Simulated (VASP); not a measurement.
A run of VASP 6.6.1:

INCAR

```
SYSTEM = Ti
PREC = Accurate ; ENCUT = 520
EDIFF = 1E-6 ; ISMEAR = -1
SIGMA = 0.05 ; LREAL = .FALSE.
LASPH = .TRUE. ; NELM = 60
ALGO = Normal ; ISIF = 2
LWAVE = .FALSE. ; LCHARG = .FALSE.
GGA = RE ; NBANDS = 12
```

Contents of KPOINTS:

```
regular mesh
0
G
  11 11 11
  0 0 0
```

File POSCAR:

```
Ti
1.0
   -1.6398776897      1.6398776897      1.6398776897
    1.6398776897     -1.6398776897      1.6398776897
    1.6398776897      1.6398776897     -1.6398776897
Ti
1
Direct
    0.0000000000      0.0000000000      0.0000000000
```

Potentials or basis: VASP PAW PBE potentials, release 64 (Ti_sv).

The run is started by

```console
$ cat potpaw_PBE.64/Ti_sv/POTCAR > POTCAR
$ mpirun -np 1 vasp_std > vasp.out
```

Hardware: 1 thread of Intel(R) Xeon(R) 6975P-C (Granite Rapids), on a shared host.

Problem. Estimate the wall time of this run.

Solution. It took 4.3 s on 1 thread of Intel(R) Xeon(R) 6975P-C (Granite Rapids) (shared host), peak memory 0.14 GiB. Counts: scf iterations 12, k points 56.
